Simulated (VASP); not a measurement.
The system is ZnS.

```xyz
4
Lattice="3.8110 0.0000 0.0000 -1.9055 3.3004 0.0000 0.0000 0.0000 6.2340" Properties=species:S:1:pos:R:3 pbc="T T T"
Zn    0.0000    2.2003    0.0000
Zn    1.9055    1.1001    3.1170
S     0.0000    2.2003    2.4001
S     1.9055    1.1001    5.5171
```

- Program: VASP 6.6.1
- Task: relaxation of cell and atoms
- Functional: PBEsol
- Potentials or basis: VASP PAW PBE potentials, release 64 (Zn, S)
- Cutoff: 600 eV
- k mesh: 6 × 6 × 4
- Occupations: methfessel-paxton, width 0.05 eV
- Spin: no spin polarisation

At the start: pressure -1.1 GPa; volume 19.60 Å³/atom.

Problem. How do energy, volume and symmetry change on relaxing?

Solution. Over 6 steps the energy falls by 6.5 meV/atom and the volume is 19.29 Å³/atom (-1.6 %); space group P6_3mc (No. 186, to 0.1 Å) before and after.

Step by step:
| step | energy change (eV) | largest force (eV/Å) | pressure (GPa) | volume (Å³) |
| --- | --- | --- | --- | --- |
| 1 | 0.0000 | 0.3096 | -1.11 | 78.41 |
| 2 | -0.0200 | 0.1180 | 0.26 | 76.88 |
| 3 | -0.0201 | 0.1002 | 0.41 | 76.77 |
| 4 | -0.0232 | 0.0388 | 0.00 | 77.12 |
| 5 | -0.0240 | 0.0118 | -0.30 | 77.39 |
| 6 | -0.0259 | 0.0007 | -0.05 | 77.16 |

Final structure:
```
Zn S
1.0
     3.78776    0.00000    0.00000
    -1.89388    3.28029    0.00000
     0.00000    0.00000    6.21021
Zn S
2 2
Direct
  0.33333 0.66667 0.00532
  0.66667 0.33333 0.50532
  0.33333 0.66667 0.37968
  0.66667 0.33333 0.87968
```

Caveat: the PAW data sets were made with another functional, which shifts forces and pressure a little.
